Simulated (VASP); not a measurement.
**Rh: single point with PBE**

Crystal: Rh.

```
Rh
1.0
     2.80660    0.00000    0.00000
    -1.40330    2.43059    0.00000
     0.00000    0.00000    4.03430
Rh
2
Direct
  0.66667 0.33333 0.75000
  0.33333 0.66667 0.25000
```

| Quantity | Value |
| --- | --- |
| Program | VASP 6.6.1 |
| Task | single point |
| Functional | PBE |
| Potentials or basis | VASP PAW PBE potentials, release 64 (Rh_pv) |
| Cutoff | 520 eV |
| k mesh | 18 × 18 × 10 |
| Occupations | gaussian, width 0.15 eV |
| Spin | no spin polarisation |

```json
{
  "Pressure": "11.2 GPa",
  "Band gap on the k mesh": "zero (band 15 reaches 12.44 eV, above the bottom of band 16 at 10.52 eV)"
}
```

Stress tensor (GPa, compression positive):
```
 1.60  0.00  0.00
 0.00  1.60  0.00
 0.00  0.00 30.37
```

Levels at points of the mesh, in eV from the Fermi level:
```tsv
k point	band 11	band 12	band 13	band 14	band 15	band 16	band 17	band 18	band 19	band 20
(0.00, 0.00, 0.00)	-2.71	-2.71	-2.36	-2.36	-2.18	0.13	0.13	2.07	10.37	15.22
(0.50, 0.00, 0.00)	-2.53	-2.17	-1.68	-0.17	0.39	1.02	2.67	4.64	10.83	11.67
(0.00, 0.00, 0.50)	-3.56	-3.56	-2.68	-2.68	-0.30	-0.30	-0.30	-0.30	14.87	14.87
(0.50, 0.00, 0.50)	-2.10	-2.10	-0.42	-0.42	0.21	0.21	2.53	2.53	9.14	9.14
```

Run time: 69 s on 1 thread of Intel(R) Xeon(R) Platinum 8559C (Emerald Rapids), with other jobs on the host, peak memory 0.22 GiB.
